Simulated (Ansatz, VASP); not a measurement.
**Ag5P2O6 in VASP and in Ansatz**

```xyz
13
Lattice="2.8743 4.9784 0.0000 -2.8743 4.9784 0.0000 0.0000 0.0000 6.2270" Properties=species:S:1:pos:R:3 pbc="T T T"
Ag    0.0000    0.0000    1.3540
Ag    0.0000    0.0000    4.8730
Ag    0.0000    4.9784    0.0000
Ag   -1.4371    2.4892    0.0000
Ag    1.4371    2.4892    0.0000
P     0.0000    6.6379    3.1135
P     0.0000    3.3189    3.1135
O     0.5431    4.9784    4.1158
O    -1.7087    2.9595    4.1158
O     1.1656    2.0189    4.1158
O    -1.1656    2.0189    2.1111
O    -0.5431    4.9784    2.1111
O     1.7087    2.9595    2.1111
```

Alike in both runs: functional PBE; k mesh 5 × 5 × 4; occupations gaussian, width 0.0216 eV; no spin polarisation.

Ansatz relaxed the structure, and its values are those at the end. VASP's run is a single point on that final structure, the one shown.

|  | VASP | Ansatz |
| --- | --- | --- |
| version | VASP 6.6.1 | Ansatz 0.2.0 |
| potentials or method | VASP PAW PBE potentials, release 64 (Ag, P, O), cutoff 520 eV | PAW plane waves |
| valence electrons in the cell | 101 | 141 |

```tsv
	VASP	Ansatz	Ansatz less VASP
pressure (GPa)	-6.3	-6.1	+0.15
rms of the force components (eV/Å)	0.004	0.001	-0.0037
```

VASP's potentials hold 101 valence electrons a cell and Ansatz's 141, so a difference there can come from the potentials and not from the codes. Ansatz's warnings: stress scf threshold loose, structure snapped to symmetry.
